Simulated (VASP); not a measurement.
# LiGaO4 (P4/mmm) in VASP: notebook

LiGaO4 is run at these levels: PBE; tasks: single point.

Program: VASP 6.6.1. These are calculated values, not measurements. Logs are shortened: lines on timing, memory, paths and dates and some standing lists are left out, and cuts for length are marked.

## 1. The cell of the first run

The structure is tetragonal, space group P4/mmm (No. 123). The conventional cell has a = 3.163 Å, b = 3.163 Å, c = 5.694 Å, α = 90.00°, β = 90.00°, γ = 90.00°. Li (site symmetry 4/mmm) has 8 O at 2.18 Å within 2.9 Å. Ga (site symmetry 4/mmm) has 8 O at 2.07 Å within 2.7 Å. O (site symmetry 2mm) has 2 Ga at 2.07 Å and 2 Li at 2.18 Å and 5 O at 2.24 to 2.68 Å within 2.7 Å.

## 2. Single point, PBE

File INCAR:

```
SYSTEM = LiGaO4
PREC = Accurate ; ENCUT = 910
EDIFF = 1E-6 ; ISMEAR = 0
SIGMA = 0.1 ; LREAL = .False.
LASPH = .True. ; NELM = 120
ALGO = Normal ; ISIF = 2
LWAVE = .False. ; LCHARG = .False.
GGA = PE ; NBANDS = 29
GGA_COMPAT = .False.
```

File KPOINTS:

```
regular mesh
0
Gamma
  12 12 8
  0 0 0
```

File POSCAR:

```
LiGaO4
1.0
    3.1625711140      0.0000000000      0.0000000000
    0.0000000000      3.1625711140      0.0000000000
    0.0000000000      0.0000000000      5.6941972145
Li Ga O
1 1 4
Direct
    0.0000000000      0.0000000000      0.0000000000
    0.5000000000      0.5000000000      0.5000000000
    0.5000000000      0.0000000000      0.2643391244
    0.0000000000      0.5000000000      0.7356608756
    0.5000000000      0.0000000000      0.7356608756
    0.0000000000      0.5000000000      0.2643391244
```

Potentials or basis: VASP PAW PBE potentials, release 64 (Li_sv, Ga_d, O_h).

Run with:

```sh
$ cat potpaw_PBE.64/Li_sv/POTCAR potpaw_PBE.64/Ga_d/POTCAR potpaw_PBE.64/O_h/POTCAR > POTCAR
$ mpirun -np 1 vasp_std > vasp.out
```

OUTCAR:

```text
SYSTEM = LiGaO4
   PREC = Accurate
   ENCUT = 910
   EDIFF = 1E-6
   ISMEAR = 0
   LREAL = .False.
   LASPH = .True.
   NELM = 120
   ISIF = 2
   GGA = PE

 ion  position               nearest neighbor table
   1  0.000  0.000  0.000-
   2  0.500  0.500  0.500-   3 2.07   4 2.07   5 2.07   6 2.07   3 2.07   5 2.07   4 2.07   6 2.07

   3  0.500  0.000  0.264-   2 2.07   2 2.07
   4  0.000  0.500  0.736-   2 2.07   2 2.07
   5  0.500  0.000  0.736-   2 2.07   2 2.07
   6  0.000  0.500  0.264-   2 2.07   2 2.07

  LATTYP: Found a simple tetragonal cell.
 ALAT       =     3.1625711140
 C/A-ratio  =     1.8004961815

  Lattice vectors:

 A1 = (   3.1625711140,   0.0000000000,   0.0000000000)
 A2 = (   0.0000000000,   3.1625711140,   0.0000000000)
 A3 = (   0.0000000000,   0.0000000000,   5.6941972145)

Analysis of symmetry for initial positions (statically):
=====================================================================
 Subroutine PRICEL returns:
 Original cell was already a primitive cell.

 Routine SETGRP: Setting up the symmetry group for a
 simple tetragonal supercell.

 Subroutine GETGRP returns: Found 16 space group operations
 (whereof 16 operations were pure point group operations)
 out of a pool of 16 trial point group operations.

The static configuration has the point symmetry D_4h.

Analysis of symmetry for dynamics (positions and initial velocities):
=====================================================================
 Subroutine PRICEL returns:
 Original cell was already a primitive cell.

 Routine SETGRP: Setting up the symmetry group for a
 simple tetragonal supercell.

 Subroutine GETGRP returns: Found 16 space group operations
 (whereof 16 operations were pure point group operations)
 out of a pool of 16 trial point group operations.

The dynamic configuration has the point symmetry D_4h.

 Subroutine INISYM returns: Found 16 space group operations
 (whereof 16 operations are pure point group operations),
 and found     1 'primitive' translations

----------------------------------------------------------------------------------------

                                     Primitive cell

  volume of cell :      56.9525

  direct lattice vectors                    reciprocal lattice vectors
     3.162571114  0.000000000  0.000000000     0.316198423  0.000000000  0.000000000
     0.000000000  3.162571114  0.000000000     0.000000000  0.316198423  0.000000000
     0.000000000  0.000000000  5.694197214     0.000000000  0.000000000  0.175617381

  length of vectors
     3.162571114  3.162571114  5.694197214     0.316198423  0.316198423  0.175617381

  position of ions in fractional coordinates (direct lattice)
     0.000000000  0.000000000  0.000000000
     0.500000000  0.500000000  0.500000000
     0.500000000  0.000000000  0.264339124
     0.000000000  0.500000000  0.735660876
     0.500000000  0.000000000  0.735660876
     0.000000000  0.500000000  0.264339124

  ion indices of the primitive-cell ions
   primitive index   ion index
                 1           1
                 2           2
                 3           3
                 4           4
                 5           5
                 6           6

----------------------------------------------------------------------------------------

 KPOINTS: regular mesh

Automatic generation of k-mesh.
 Grid dimensions read from file:
 generate k-points for:   12   12    8

 Generating k-lattice:

  Cartesian coordinates                     Fractional coordinates (reciprocal lattice)
     0.026349869  0.000000000  0.000000000     0.083333333  0.000000000  0.000000000
     0.000000000  0.026349869  0.000000000     0.000000000  0.083333333  0.000000000
     0.000000000  0.000000000  0.021952173     0.000000000  0.000000000  0.125000000

  Length of vectors
     0.026349869  0.026349869  0.021952173

  Shift w.r.t. Gamma in fractional coordinates (k-lattice)
     0.000000000  0.000000000  0.000000000

 Subroutine IBZKPT returns following result:
 ===========================================

 Found    140 irreducible k-points:

 Following reciprocal coordinates:
            Coordinates               Weight
  0.000000  0.000000  0.000000      1.000000
  0.083333  0.000000  0.000000      4.000000
  0.166667  0.000000  0.000000      4.000000
  0.250000  0.000000  0.000000      4.000000
  0.333333  0.000000  0.000000      4.000000
  0.416667  0.000000  0.000000      4.000000
[... 16 lines left out ...]
  0.333333  0.333333  0.000000      4.000000
  0.416667  0.333333  0.000000      8.000000
 [... further k-points ...]
   k-points           NKPTS =    140   k-points in BZ     NKDIM =    140   number of bands    NBANDS=     29
   number of dos      NEDOS =    301   number of ions     NIONS =      6
   total plane-waves  NPLWV =  57344
   dimension x,y,z NGX =    32 NGY =   32 NGZ =   56
   dimension x,y,z NGXF=    64 NGYF=   64 NGZF=  112
   ions per type =               1   1   4
   NGX,Y,Z   is equivalent  to a cutoff of  16.82, 16.82, 16.35 a.u.
   NGXF,Y,Z  is equivalent  to a cutoff of  33.64, 33.64, 32.70 a.u.
 SYSTEM =  LiGaO4
   PREC   = accura    normal or accurate (medium, high low for compatibility)
   ISTART =      0    job   : 0-new  1-cont  2-samecut
   ICHARG =      2    charge: 1-file 2-atom 10-const
   ISPIN  =      1    spin polarized calculation?
   LNONCOLLINEAR =      F non collinear calculations
   LSORBIT =      F    spin-orbit coupling
   LASPH  =      T    aspherical Exc in radial PAW
   ENCUT  =  910.0 eV  66.88 Ry    8.18 a.u.   7.78  7.78 14.01*2*pi/ulx,y,z
   NELM   =    120;   NELMIN=  2; NELMDL= -5     # of ELM steps
   EDIFF  = 0.1E-05   stopping-criterion for ELM
   LREAL  =      F    real-space projection
   EDIFFG = 0.1E-04   stopping-criterion for IOM
   NSW    =      0    number of steps for IOM
   IBRION =     -1    ionic relax: 0-MD 1-quasi-New 2-CG
   NFREE  =      0    steps in history (QN), initial steepest desc. (CG)
   ISIF   =      2    stress and relaxation
   ISYM   =      2    0-nonsym 1-usesym 2-fastsym
   POTIM  = 0.5000    time-step for ionic-motion
   TEBEG  =    0.0;   TEEND  =   0.0 temperature during run
   PSTRESS=    0.0 pullay stress
   NELECT =      40.0000    total number of electrons
   NUPDOWN=      -1.0000    fix difference up-down
   EMIN   =  10.00;   EMAX   =-10.00  energy-range for DOS
   EFERMI =   0.00;   METHOD = LEGACY
   ISMEAR =     0;   SIGMA  =   0.10  broadening in eV -4-tet -1-fermi 0-gaus
   EFERMI_NEDOS =   21; number of points for ismear=-14 and -15
   IALGO  =     38    algorithm
   IMIX   =      4    mixing-type and parameters
     AMIX     =   0.40;   BMIX     =  1.00
     AMIX_MAG =   1.60;   BMIX_MAG =  1.00
  volume/ion in A,a.u.               =       9.49        64.06
  Fermi-wavevector in a.u.,A,eV,Ry     =   1.455204  2.749936 28.811940  2.117618
  Thomas-Fermi vector in A             =   2.572265
   LORBIT       =      0    0 simple, 1 ext, 2 COOP (PROOUT), +10 PAW based schemes
   GGA     = PE    functional components
   LHFCALC =     F    Hartree Fock is set to
   AEXX    =    0.0000 exact exchange contribution
   IVDW    =     0    specifies the selected vdW correction
   LEPSILON=     F    determine dielectric tensor
   LRPA    =     F    only Hartree local field effects (RPA)
 non-spin polarized calculation
 Gauss-broadening in eV      SIGMA  =   0.10
  energy-cutoff  :      910.00
  volume of cell :       56.95
 maximum number of plane-waves:      3572
 NGX is ok and might be reduce to    32
   NGX = 15   NGY = 15   NGZ = 29

 number of electron      40.0000000 magnetization

 Free energy of the ion-electron system (eV)
  ---------------------------------------------------
  ext. energy  EPLUGINS =         0.00000000
  ---------------------------------------------------
  free energy    TOTEN  =       -27.93841770 eV

  energy without entropy =      -27.92334454  energy(sigma->0) =      -27.93088112

 E-fermi :   3.1993     XC(G=0): -10.9901

 val. band max:        3.1973372062   @ k =   0.3333   0.3333   0.3750
 cond. band min:       3.1996808672   @ k =   0.4167   0.1667   0.0000
 fundamental gap:      0.0023436610
 Fermi energy:         3.1992627057

 k-point     1 :       0.0000    0.0000    0.0000
  band No.  band energies     occupation
      1     -39.8208      2.00000
      2     -16.4592      2.00000
      3     -15.5976      2.00000
      4     -12.8024      2.00000
      5     -11.8461      2.00000
      6     -10.1912      2.00000
[... 21 lines left out ...]
     28      14.7166      0.00000
     29      16.8052      0.00000

 k-point     2 :       0.0833    0.0000    0.0000
  band No.  band energies     occupation
      1     -39.8205      2.00000
      2     -16.4001      2.00000
      3     -15.5501      2.00000
      4     -12.8518      2.00000
      5     -11.9678      2.00000
      6     -10.1895      2.00000
[... 21 lines left out ...]
     28      14.7301      0.00000
     29      16.9497      0.00000

 k-point     3 :       0.1667    0.0000    0.0000
  band No.  band energies     occupation
      1     -39.8195      2.00000
      2     -16.2255      2.00000
      3     -15.4097      2.00000
      4     -13.0047      2.00000
      5     -12.2754      2.00000
      6     -10.1848      2.00000
[... 21 lines left out ...]
     28      15.5791      0.00000
     29      17.3400      0.00000

 k-point     4 :       0.2500    0.0000    0.0000
  band No.  band energies     occupation
      1     -39.8181      2.00000
      2     -15.9438      2.00000
      3     -15.1822      2.00000
      4     -13.2689      2.00000
      5     -12.6818      2.00000
      6     -10.1783      2.00000
[... 21 lines left out ...]
     28      16.5438      0.00000
     29      17.4009      0.00000

 k-point     5 :       0.3333    0.0000    0.0000
  band No.  band energies     occupation
      1     -39.8168      2.00000
      2     -15.5707      2.00000
      3     -14.8777      2.00000
      4     -13.6390      2.00000
      5     -13.1321      2.00000
      6     -10.1719      2.00000
[... 21 lines left out ...]
     28      16.7645      0.00000
     29      18.0041      0.00000
[... 510 lines left out ...]
     28      17.4184      0.00000
     29      17.9160      0.00000

 k-point    22 :       0.5000    0.2500    0.0000
  band No.  band energies     occupation
      1     -39.8129      2.00000
      2     -14.4926      2.00000
      3     -14.2983      2.00000
      4     -14.0842      2.00000
      5     -13.9380      2.00000
      6     -10.1203      2.00000
[... 21 lines left out ...]
     28      17.5639      0.00000
     29      17.9593      0.00000

 k-point    23 :       0.3333    0.3333    0.0000
  band No.  band energies     occupation
      1     -39.8129      2.00000
      2     -14.8849      2.00000
      3     -14.4194      2.00000
      4     -13.8380      2.00000
      5     -13.5616      2.00000
      6     -10.1247      2.00000
[... 21 lines left out ...]
     28      17.2169      0.00000
     29      17.4380      0.00000

 k-point    24 :       0.4167    0.3333    0.0000
  band No.  band energies     occupation
      1     -39.8119      2.00000
      2     -14.5808      2.00000
      3     -14.2078      2.00000
      4     -14.0207      2.00000
      5     -13.7610      2.00000
      6     -10.1418      2.00000
[... 21 lines left out ...]
     28      17.5091      0.00000
     29      17.7362      0.00000

 [... further k-points ...]

------------------------ aborting loop because EDIFF is reached ----------------------------------------

  FORCE on cell =-STRESS in cart. coord.  units (eV):
  Direction    XX          YY          ZZ          XY          YZ          ZX
  --------------------------------------------------------------------------------------
  -------------------------------------------------------------------------------------
  Total       -0.0129842     -0.0129842      0.0048628      0.0000000     -0.0000000      0.0000000
  in kB       -0.3652694     -0.3652694      0.1367994      0.0000000     -0.0000000      0.0000000
  external PRESSURE =      -0.1979131 kB  Pullay stress =       0.0000000 kB

 VOLUME and BASIS-vectors are now :
 -----------------------------------------------------------------------------
  energy-cutoff  :      910.00
  volume of cell :       56.95
      direct lattice vectors                 reciprocal lattice vectors
     3.162571114  0.000000000  0.000000000     0.316198423  0.000000000  0.000000000
     0.000000000  3.162571114  0.000000000     0.000000000  0.316198423  0.000000000
     0.000000000  0.000000000  5.694197214     0.000000000  0.000000000  0.175617381

 POSITION                                       TOTAL-FORCE (eV/Angst)
 -----------------------------------------------------------------------------------
      0.00000      0.00000      0.00000        -0.000000     -0.000000      0.000000
      1.58129      1.58129      2.84710        -0.000000     -0.000000      0.000000
      1.58129      0.00000      1.50520        -0.000000      0.000000     -0.051319
      0.00000      1.58129      4.18900         0.000000     -0.000000      0.051319
      1.58129      0.00000      4.18900         0.000000     -0.000000      0.051319
      0.00000      1.58129      1.50520        -0.000000     -0.000000     -0.051319
 -----------------------------------------------------------------------------------
    total drift:                                0.000000      0.000000     -0.000000

  FREE ENERGIE OF THE ION-ELECTRON SYSTEM (eV)
  ---------------------------------------------------
  free  energy   TOTEN  =       -27.9384176992 eV

  energy  without entropy=      -27.9233445378  energy(sigma->0) =      -27.93088112
```

It took 5.8 min on 1 thread of Intel Xeon Platinum 8375C at 2.90GHz (Ice Lake), shared host; peak memory 0.56 GiB.

Results:

* Free energy: -27.9384 eV
* Pressure: 0.0 GPa
* Largest force: 0.051 eV/Å
* Band gap on the k mesh: zero (bands 20 and 21 overlap by 2.81 eV)

Forces on the atoms (eV/Å):
```
Li   0.000  0.000  0.000
Ga   0.000  0.000  0.000
O    0.000  0.000 -0.051
O    0.000  0.000  0.051
O    0.000  0.000  0.051
O    0.000  0.000 -0.051
```

Levels at points of the mesh, in eV from the Fermi level:
```
           k point  band 18  band 19  band 20  band 21  band 22  band 23
(0.00, 0.00, 0.00)    -0.09     0.47     0.47     0.80     0.80     4.30
(0.50, 0.00, 0.00)    -1.83    -1.66    -1.50    -1.25    -0.95     6.26
(0.50, 0.50, 0.00)    -0.85     1.13     1.14     1.44     1.56     4.85
(0.00, 0.00, 0.50)    -0.61     0.53     0.53     0.75     0.75     5.42
(0.50, 0.00, 0.50)    -2.01    -1.75    -1.69    -1.64    -1.56     6.54
(0.50, 0.50, 0.50)    -1.78     1.11     1.16     1.47     1.53     5.37
```

Caveat: the cutoff is under 1.25 times the usual one of these potentials, so pressure, stress and relaxed cells hold a basis-set (Pulay) error.

## 3. Single point, PBE

File INCAR:

```
SYSTEM = LiGaO4
PREC = Accurate ; ENCUT = 910
EDIFF = 1E-6 ; ISMEAR = 0
SIGMA = 0.1 ; LREAL = .FALSE.
LASPH = .TRUE. ; NELM = 120
ALGO = Normal ; ISIF = 2
LWAVE = .FALSE. ; LCHARG = .FALSE.
GGA = PE ; NBANDS = 29
GGA_COMPAT = .FALSE.
```

File KPOINTS:

```
regular mesh
0
G
  12 12 8
  0 0 0
```

POSCAR is that of step 2.

Potentials or basis: VASP PAW PBE potentials, release 64 (Li_sv, Ga_d, O_h).

Run with:

```sh
$ cat potpaw_PBE.64/Li_sv/POTCAR potpaw_PBE.64/Ga_d/POTCAR potpaw_PBE.64/O_h/POTCAR > POTCAR
$ mpirun -np 1 vasp_std > vasp.out
```

Wall time 6.9 min (1 thread of Intel Xeon Platinum 8259CL at 2.50GHz (Skylake/Cascade Lake), shared host); peak memory 0.56 GiB.

Results (log left out):

- Free energy: -27.9384 eV
- Pressure: 0.0 GPa
- Largest force: 0.051 eV/Å
- Band gap on the k mesh: zero (bands 20 and 21 overlap by 2.81 eV)

Forces in eV/Å, atoms in the order of the input:
```
Li   0.000  0.000  0.000
Ga   0.000  0.000  0.000
O    0.000  0.000 -0.051
O    0.000  0.000  0.051
O    0.000  0.000  0.051
O    0.000  0.000 -0.051
```

Levels at points of the mesh, in eV from the Fermi level:
```tsv
k point	band 18	band 19	band 20	band 21	band 22	band 23
(0.00, 0.00, 0.00)	-0.09	0.47	0.47	0.80	0.80	4.30
(0.50, 0.00, 0.00)	-1.83	-1.66	-1.50	-1.25	-0.95	6.26
(0.50, 0.50, 0.00)	-0.85	1.13	1.14	1.44	1.56	4.85
(0.00, 0.00, 0.50)	-0.61	0.53	0.53	0.75	0.75	5.42
(0.50, 0.00, 0.50)	-2.01	-1.75	-1.69	-1.64	-1.56	6.54
(0.50, 0.50, 0.50)	-1.78	1.11	1.16	1.47	1.53	5.37
```

Caveat: the cutoff is under 1.25 times the usual one of these potentials, so pressure, stress and relaxed cells hold a basis-set (Pulay) error.
